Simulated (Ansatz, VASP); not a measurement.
# Ga2PdS3 in VASP and in Ansatz

```xyz
6
Lattice="3.4854 0.0000 0.0000 0.0000 3.4854 0.0000 0.0000 0.0000 8.9791" Properties=species:S:1:pos:R:3 pbc="T T T"
Ga    0.0000    1.7427    6.0766
Ga    1.7427    0.0000    2.9025
Pd    0.0000    0.0000    0.0000
S     0.0000    1.7427    3.2691
S     1.7427    0.0000    5.7100
S     1.7427    1.7427    0.0000
```

Change from the starting cell: species swapped into the Ti2CuSb3 type (P-4m2, No. 115).

Alike in both runs: functional PBE; k mesh 4 × 4 × 2; occupations gaussian, width 0.1 eV; no spin polarisation.

Ansatz relaxed the structure, and its values are those at the end. VASP's run is a single point on that final structure, the one shown.

```csv
,VASP,Ansatz
version,VASP 6.6.1,Ansatz 0.2.0
potentials or method,"VASP PAW PBE potentials, release 64 (Ga_d, Pd, S), cutoff 520 eV","scalar-relativistic, plane waves, PAW"
valence electrons in the cell,54,62
```

Ansatz gave:

| Item | Value |
| --- | --- |
| gap on the k mesh at the Fermi level (eV) | none |
| pressure (GPa) | 0.0 |
| rms of the force components (eV/Å) | 0.009 |

Problem. What did VASP give for the same quantities?

Solution. gap on the k mesh at the Fermi level (eV): none; pressure (GPa): 0.0; rms of the force components (eV/Å): 0.012.

A gap of «none» marks a metal or a gap that the smearing closes. The functional is the same, so the differences come from potentials, cutoffs and numerics. VASP's potentials hold 54 valence electrons a cell and Ansatz's 62, so a difference there can come from the potentials and not from the codes.

The k mesh is coarse, so the values compare programs but aren't converged.
